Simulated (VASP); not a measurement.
Input of a VASP 6.6.1 run:

INCAR

```
SYSTEM = Sb
  PREC = Accurate
  ENCUT = 520
  EDIFF = 1E-6
  ISMEAR = -1
  SIGMA = 0.1
  LREAL = .FALSE.
  LASPH = .TRUE.
  NELM = 80
  ALGO = Normal
  ISIF = 2
  LWAVE = .FALSE.
  LCHARG = .FALSE.
  GGA = B5
  ALDAX = 1.0
  AGGAX = 1.0
  AGGAC = 1.0
  ALDAC = 0.0
  NBANDS = 12
```

The input KPOINTS:

```
Automatic mesh
0
G
  12 12 8
  0 0 0
```

Contents of POSCAR:

```
Sb
1.0
   -3.1859959297      3.1863201823      1.7020398221
    3.1863201823     -3.1859959297      1.7020398221
    3.2005985601      3.2005985601     -1.7014459528
Sb
2
Direct
    0.9999764908      0.0000235092      0.0000000000
    0.7500235092      0.2499764908      0.5000000000
```

Potentials or basis: VASP PAW PBE potentials, release 64 (Sb).

The run is started by

```sh
$ cat potpaw_PBE.64/Sb/POTCAR > POTCAR
$ mpirun -np 1 vasp_std > vasp.out
```

**Question.** Estimate the band gap on the k mesh.

**Answer.** Zero (band 5 reaches 8.80 eV, above the bottom of band 6 at 4.15 eV).

**Question.** Predict the pressure.

**Answer.** -2.6 GPa.

Caveat: the PAW data sets were made with another functional, which shifts forces and pressure a little; spin-orbit coupling is left out, which moves the levels of the heavy elements.
